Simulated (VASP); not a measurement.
# TaAl3N4: relaxation of cell and atoms with PBE

TaAl3N4:

```
Ta Al N
1.0
     4.21817    0.00000    0.00000
     0.00000    4.21817    0.00000
     0.00000    0.00000    4.21817
Ta Al N
1 3 4
Cartesian
  2.1091 2.1091 2.1091
  0.0000 2.1091 0.0000
  0.0000 0.0000 2.1091
  2.1091 0.0000 0.0000
  2.1091 0.0000 2.1091
  0.0000 0.0000 0.0000
  2.1091 2.1091 0.0000
  0.0000 2.1091 2.1091
```

| Property | Result |
| --- | --- |
| Program | VASP 6.6.1 |
| Task | relaxation of cell and atoms |
| Functional | PBE |
| Potentials or basis | VASP PAW PBE potentials, release 64 (Ta_pv, Al, N) |
| Cutoff | 600 eV |
| k mesh | 10 × 10 × 10 |
| Occupations | gaussian, width 0.1 eV |
| Spin | no spin polarisation |
| Dipole correction | no |
| Further INCAR settings | ALGO = Normal; EDIFF = 1e-07; IBRION = 2; EDIFFG = -0.01; NSW = 100; ISIF = 3 |

```json
{"Pressure after relaxing": "0.0 GPa", "Band gap on the k mesh": "zero (bands 20 and 21 overlap by 4.10 eV)"}
```

Final structure:
```xyz
8
Lattice="4.2182 0.0000 0.0000 0.0000 4.2182 0.0000 0.0000 0.0000 4.2182" Properties=species:S:1:pos:R:3 pbc="T T T"
Ta    2.1091    2.1091    2.1091
Al    0.0000    2.1091    0.0000
Al    0.0000    0.0000    2.1091
Al    2.1091    0.0000    0.0000
N     2.1091    0.0000    2.1091
N     0.0000    0.0000    0.0000
N     2.1091    2.1091    0.0000
N     0.0000    2.1091    2.1091
```

Levels at points of the mesh, in eV from the Fermi level:
```
           k point  band 17  band 18  band 19  band 20  band 21  band 22  band 23  band 24
(0.00, 0.00, 0.00)    -3.54    -3.54    -3.54    -2.34    -2.34    -2.34    -0.28    -0.28
(0.50, 0.00, 0.00)    -5.41    -4.21    -4.21    -1.98     1.24     1.24     2.74     2.78
(0.50, 0.50, 0.00)    -4.79    -4.56    -4.56     1.34     1.34     2.06     3.74     4.27
(0.50, 0.50, 0.50)    -4.73    -4.73    -4.73     1.55     1.99     1.99     1.99     2.67
```

Wall time 5.6 min on 1 thread of Intel Xeon 8259CL (shared host), peak memory 0.28 GiB.

Caveat: the relaxation stopped at its first step, so nothing moved; the highest band is partly filled, so the run has too few bands; spin-orbit coupling is left out, which moves the levels of the heavy elements.
